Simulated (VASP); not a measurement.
Runs of VASP 6.6.1 on Au. Symmetry: Fm-3m, No. 225, cubic system. The conventional cell has a = 4.114 Å, b = 4.114 Å, c = 4.114 Å, α = 90.00°, β = 90.00°, γ = 90.00°. Au (site symmetry m-3m) has 12 Au at 2.91 Å within 3.8 Å. 

```csv
level,potentials or basis,k mesh,cutoff (eV),gap on the mesh (eV),pressure (GPa)
PBEsol,"VASP PAW PBE potentials, release 64 (Au)",12 × 12 × 12,520,none,-3.9
r2SCAN,"VASP PAW PBE potentials, release 64 (Au)",6 × 6 × 6,550,none,2.6
PBE,"VASP PAW PBE potentials, release 64 (Au)",12 × 12 × 12,520,none,(a)
LDA,"VASP PAW LDA potentials, release 64 (Au)",12 × 12 × 12,520,none,-7.7
```

Alike in all rows: task single point; no spin polarisation; cell as given; smearing fermi-dirac 0.06 eV.

Fill in the values left out.

(a) 4.7.

Caveats: some runs use coarse meshes; spin-orbit coupling is left out, which moves the levels of the heavy elements; the PAW data sets were made with another functional, which shifts forces and pressure a little (some runs).

A k mesh can miss the band edges, and the runs leave out spin-orbit coupling on Au.

A gap of «none» marks levels without a gap at the run's occupations.
